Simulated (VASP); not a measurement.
Write the native input for VASP 6.6.1 that does the following.

| Item | Value |
| --- | --- |
| Task | single point |
| Functional | PBE |
| Potentials or basis | VASP PAW PBE potentials, release 64 (Ag, Cl) |
| Cutoff | 520 eV |
| k mesh | 8 × 8 × 8 |
| Occupations | gaussian, width 0.05 eV |
| Spin | no spin polarisation |
| Dipole correction | no |
| Further INCAR settings | ALGO = Normal; EDIFF = 1e-06; NBANDS = 16 |

The structure of AgCl lies in POSCAR:

```
AgCl
1.0
    0.0000000000      2.8433429547      2.8060228508
    2.8433429547      0.0000000000      2.8060228508
    2.8433429547      2.8433429547      0.0000000000
Ag Cl
1 1
Direct
    0.4925160227      0.5074839773      0.5074839773
    0.0227724446     -0.0227724446     -0.0227724446
```

The input as run:

INCAR

```
  PREC = Accurate
  ENCUT = 520
  EDIFF = 1E-6
  ISMEAR = 0
  SIGMA = 0.05
  LREAL = F
  LASPH = T
  NELM = 60
  ALGO = Normal
  ISIF = 2
  LWAVE = F
  LCHARG = F
  GGA = PE
  NBANDS = 16
```

KPOINTS

```
regular mesh
0
Gamma
  8 8 8
```

Potentials or basis: VASP PAW PBE potentials, release 64 (Ag, Cl).

Command:

```sh
$ cat potpaw_PBE.64/Ag/POTCAR potpaw_PBE.64/Cl/POTCAR > POTCAR
$ mpirun -np 1 vasp_std > vasp.out
```

It gave:

```yaml
Pressure: -0.8 GPa
Largest_force: 0.122 eV/Å
Band_gap_on_the_k_mesh: 0.94 eV, indirect (least direct gap 2.48 eV)
```

Run time: 25 s on 1 thread of Intel(R) Xeon(R) 6975P-C (Granite Rapids), with other jobs on the host, peak memory 0.21 GiB.
